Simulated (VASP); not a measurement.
# C (P6_3/mmc) in VASP: further runs, part 2 of 2

VASP 6.6.1. Earlier steps stand in the parts before.

**3. Single point, PBE (volume scaled by 0.94, then relaxed in part)**

The COD entry that gives the cell may itself be a prediction, so a difference from it is no test against experiment.

File INCAR:

```
SYSTEM = C
PREC = Accurate ; ENCUT = 520
EDIFF = 1E-7 ; ISMEAR = 0
SIGMA = 0.02 ; LREAL = .FALSE.
LASPH = .TRUE. ; NELM = 80
ALGO = Normal ; ISIF = 2
LWAVE = .FALSE. ; LCHARG = .TRUE.
GGA = PE ; LELF = .TRUE.
LVHAR = .TRUE. ; NBANDS = 36
```

File KPOINTS:

```
regular mesh
0
G
  12 12 2
  0 0 0
```

File POSCAR:

```
C
1.0
    2.4688890780      0.0000000000      0.0000000000
   -1.2344445390      2.1381206606      0.0000000000
    0.0000000000      0.0000000000     12.1765236168
C
12
Direct
    0.0000000000      0.0000000000      0.1869204609
    0.0000000000      0.0000000000      0.6869204609
    0.0000000000      0.0000000000      0.3130795391
    0.0000000000      0.0000000000      0.8130795391
    0.3333333333      0.6666666667      0.5207777504
    0.6666666667      0.3333333333      0.0207777504
    0.3333333333      0.6666666667      0.9792222496
    0.6666666667      0.3333333333      0.4792222496
    0.3333333333      0.6666666667      0.6450818849
    0.6666666667      0.3333333333      0.1450818849
    0.3333333333      0.6666666667      0.8549181151
    0.6666666667      0.3333333333      0.3549181151
```

Potentials or basis: VASP PAW PBE potentials, release 64 (C).

Run with:

```
$ cat potpaw_PBE.64/C/POTCAR > POTCAR
$ mpirun -np 1 vasp_std > vasp.out
```

OUTCAR:

```text
SYSTEM = C
   PREC = Accurate
   ENCUT = 520
   EDIFF = 1E-7
   ISMEAR = 0
   LREAL = .FALSE.
   LASPH = .TRUE.
   NELM = 80
   ISIF = 2
   GGA = PE

 ion  position               nearest neighbor table
   1  0.000  0.000  0.187-  10 1.51  10 1.51  10 1.51   3 1.54
   2  0.000  0.000  0.687-   9 1.51   9 1.51   9 1.51   4 1.54
   3  0.000  0.000  0.313-  12 1.51  12 1.51  12 1.51   1 1.54
   4  0.000  0.000  0.813-  11 1.51  11 1.51  11 1.51   2 1.54
   5  0.333  0.667  0.521-   8 1.51   8 1.51   8 1.51   9 1.51
[... 1168 lines left out ...]

 VOLUME and BASIS-vectors are now :
 -----------------------------------------------------------------------------
  energy-cutoff  :      520.00
  volume of cell :       64.28
      direct lattice vectors                 reciprocal lattice vectors
     2.468889078  0.000000000  0.000000000     0.405040473  0.233850226  0.000000000
    -1.234444539  2.138120661  0.000000000     0.000000000  0.467700452  0.000000000
     0.000000000  0.000000000 12.176523617     0.000000000  0.000000000  0.082125246

 POSITION                                       TOTAL-FORCE (eV/Angst)
 -----------------------------------------------------------------------------------
      0.00000      0.00000      2.27604        -0.000000     -0.000000      0.005135
      0.00000      0.00000      8.36430         0.000000      0.000000      0.005135
      0.00000      0.00000      3.81222         0.000000      0.000000     -0.005135
      0.00000      0.00000      9.90048        -0.000000      0.000000     -0.005135
     -0.00000      1.42541      6.34126         0.000000     -0.000000      0.000405
      1.23444      0.71271      0.25300         0.000000     -0.000000      0.000405
     -0.00000      1.42541     11.92352         0.000000      0.000000     -0.000405
      1.23444      0.71271      5.83526        -0.000000      0.000000     -0.000405
     -0.00000      1.42541      7.85485        -0.000000     -0.000000     -0.000454
      1.23444      0.71271      1.76659         0.000000      0.000000     -0.000454
     -0.00000      1.42541     10.40993        -0.000000     -0.000000      0.000454
      1.23444      0.71271      4.32167         0.000000      0.000000      0.000454
 -----------------------------------------------------------------------------------
    total drift:                                0.000000     -0.000000      0.000000

  FREE ENERGIE OF THE ION-ELECTRON SYSTEM (eV)
  ---------------------------------------------------
  free  energy   TOTEN  =      -108.6511733963 eV

  energy  without entropy=     -108.6511733963  energy(sigma->0) =     -108.65117340
```

OSZICAR:

```text
N       E                     dE             d eps       ncg     rms          rms(c)
DAV:   1     0.126400253217E+03    0.12640E+03   -0.25641E+04  2736   0.131E+03
DAV:   2    -0.104151675488E+03   -0.23055E+03   -0.21663E+03  3560   0.258E+02
DAV:   3    -0.113081148849E+03   -0.89295E+01   -0.88630E+01  3608   0.460E+01
DAV:   4    -0.113186841133E+03   -0.10569E+00   -0.10541E+00  3584   0.523E+00
DAV:   5    -0.113188856928E+03   -0.20158E-02   -0.20133E-02  3508   0.677E-01    0.146E+01
DAV:   6    -0.109783973135E+03    0.34049E+01   -0.22279E+00  3156   0.713E+00    0.874E+00
DAV:   7    -0.108647761580E+03    0.11362E+01   -0.27751E+00  3228   0.819E+00    0.192E+00
DAV:   8    -0.108650870758E+03   -0.31092E-02   -0.74284E-02  3420   0.130E+00    0.101E-01
DAV:   9    -0.108651069202E+03   -0.19844E-03   -0.11835E-03  3580   0.198E-01    0.386E-02
DAV:  10    -0.108651139833E+03   -0.70631E-04   -0.95909E-05  3280   0.546E-02    0.208E-02
DAV:  11    -0.108651170891E+03   -0.31058E-04   -0.20970E-05  3332   0.284E-02    0.472E-03
DAV:  12    -0.108651173480E+03   -0.25884E-05   -0.24266E-06  3476   0.947E-03    0.867E-04
DAV:  13    -0.108651173396E+03    0.83410E-07   -0.56612E-08  2520   0.150E-03
   1 F= -.10865117E+03 E0= -.10865117E+03  d E =-.412892E-27
```

Run time: 56 s. Hardware: 1 thread of Intel Xeon 6975P-C, shared host; peak memory 0.2 GiB.

What came out:

```yaml
Free_energy: -108.6512 eV
Pressure: 31.0 GPa
Largest_force: 0.005 eV/Å
Band_gap_on_the_k_mesh: 4.60 eV, indirect (least direct gap 5.51 eV)
```

Forces in eV/Å, atoms in the order of the input:
```
C    0.000  0.000  0.005
C    0.000  0.000  0.005
C    0.000  0.000 -0.005
C    0.000  0.000 -0.005
C    0.000  0.000  0.000
C    0.000  0.000  0.000
C    0.000  0.000  0.000
C    0.000  0.000  0.000
C    0.000  0.000  0.000
C    0.000  0.000  0.000
C    0.000  0.000  0.000
C    0.000  0.000  0.000
```

 A k mesh can miss the band edges.
